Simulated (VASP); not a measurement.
# ZrO2: relaxation of the atoms with LDA

ZrO2:

```
Zr O
1.0
     0.00000    2.54454    2.54454
     2.54454    0.00000    2.54454
     2.54454    2.54454    0.00000
Zr O
1 2
Direct
  0.00000 0.00000 0.00000
  0.25000 0.25000 0.25000
  0.75000 0.75000 0.75000
```

This cell differs from its parent crystal: strained cell.

```json
{
  "Program": "VASP 6.6.1",
  "Task": "relaxation of the atoms",
  "Functional": "LDA",
  "Potentials or basis": "VASP PAW LDA potentials, release 64 (Zr_sv, O)",
  "Cutoff": "520 eV",
  "k mesh": "8 × 8 × 8",
  "Occupations": "gaussian, width 0.02 eV",
  "Spin": "no spin polarisation",
  "Dipole correction": "no",
  "Further INCAR settings": "ALGO = Normal; EDIFF = 1e-07; IBRION = 2; EDIFFG = -0.002; NSW = 60"
}
```

```
Pressure after relaxing : -8.6 GPa
Band gap on the k mesh  : 3.23 eV (least direct gap 3.65 eV)
```

Final structure:
```
Zr O
1.0
     0.00000    2.54454    2.54454
     2.54454    0.00000    2.54454
     2.54454    2.54454    0.00000
Zr O
1 2
Direct
  0.00000 0.00000 0.00000
  0.25000 0.25000 0.25000
  0.75000 0.75000 0.75000
```

Levels at points of the mesh, in eV from the valence-band top:
```
           k point  band 8  band 9  band 10  band 11  band 12  band 13  band 14  band 15  band 16
(0.00, 0.00, 0.00)   -5.29   -5.29    -0.54    -0.54    -0.54     3.23     3.23     6.39     9.40
(0.50, 0.00, 0.00)   -4.28   -2.57    -2.50    -1.66    -1.66     3.89     3.89     6.12     8.48
(0.50, 0.50, 0.00)   -3.18   -3.18    -1.52    -1.52     0.00     3.65     4.65     5.87     7.28
```

Run time: 14 s on 1 thread of Intel(R) Xeon(R) Platinum 8488C (Sapphire Rapids) (shared host), peak memory 0.14 GiB.

Caveat: the cell differs from its parent crystal (strained cell); the relaxation stopped at its first step, so nothing moved. A k mesh can miss the band edges.
